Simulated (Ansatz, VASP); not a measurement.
HgTe in VASP and in Ansatz

Contents of INCAR:

```
PREC     = Accurate       # precision mode
ENCUT    = 520            # plane-wave cutoff, eV
EDIFF    = 1E-8           # SCF threshold, eV
ISMEAR   = -1             # smearing method
SIGMA    = 0.03           # smearing width, eV
LREAL    = F              # projectors in reciprocal space
LASPH    = T              # aspherical terms in the spheres
NELM     = 100            # most SCF steps
ALGO     = Normal         # electronic algorithm
ISIF     = 2              # what is computed and relaxed
LWAVE    = F              # write WAVECAR
LCHARG   = F              # write CHGCAR
GGA      = CA             # functional
LEFG     = T            
NBANDS   = 16             # bands
```

Contents of KPOINTS:

```
Automatic mesh
0
Gamma
  11 11 11
```

The input POSCAR:

```
HgTe
1.0
    0.0000000000      3.2127189830      3.2127189830
    3.2127189830      0.0000000000      3.2127189830
    3.2127189830      3.2127189830      0.0000000000
Hg Te
1 1
Direct
    0.0000000000      0.0000000000      0.0000000000
    0.7500000000      0.7500000000      0.7500000000
```

Input for Ansatz:

```yaml
crystal:
  lattice:
    - [0.0, 3.212718983, 3.212718983]
    - [3.212718983, 0.0, 3.212718983]
    - [3.212718983, 3.212718983, 0.0]
  atoms:
    - { symbol: Hg, position: [0.0, 0.0, 0.0] }
    - { symbol: Te, position: [0.75, 0.75, 0.75] }
kpoints:
  mp_grid: { grid: [11, 11, 11] }
scf:
  occupations: { method: fermi_dirac, width: 0.03 }
hamiltonian:
  xc: lda
  pseudopotentials: { kind: paw }
output:
  forces: true
  stress: true
  eigenvalues: true
  efg: { contact_densities: true }
```

Change from the starting cell: volume scaled by 0.99, PAW files.

Alike in both runs: task electric field gradients; functional LDA; k mesh 11 × 11 × 11; occupations fermi-dirac, width 0.03 eV; no spin polarisation.

|  | VASP | Ansatz |
| --- | --- | --- |
| version | VASP 6.6.1 | Ansatz 0.2.0 |
| potentials or method | VASP PAW LDA potentials, release 64 (Hg, Te) | PAW with Ansatz's default frozen-core files, scalar-relativistic |
| plane-wave cutoff (eV) | 520 | 420 |
| valence electrons in the cell | 18 | 36 |

Ansatz gave:

| Quantity | Value |
| --- | --- |
| pressure (GPa) | 0.2 |

Question: What did VASP give for the same quantities?

Answer: Pressure (GPa): 0.5.

LDA's correlation is that of Perdew and Zunger in VASP and of Perdew and Wang (1992) in Ansatz. VASP's potentials hold 18 valence electrons a cell and Ansatz's 36, so a difference there can come from the potentials and not from the codes.

Spin-orbit coupling is off throughout.
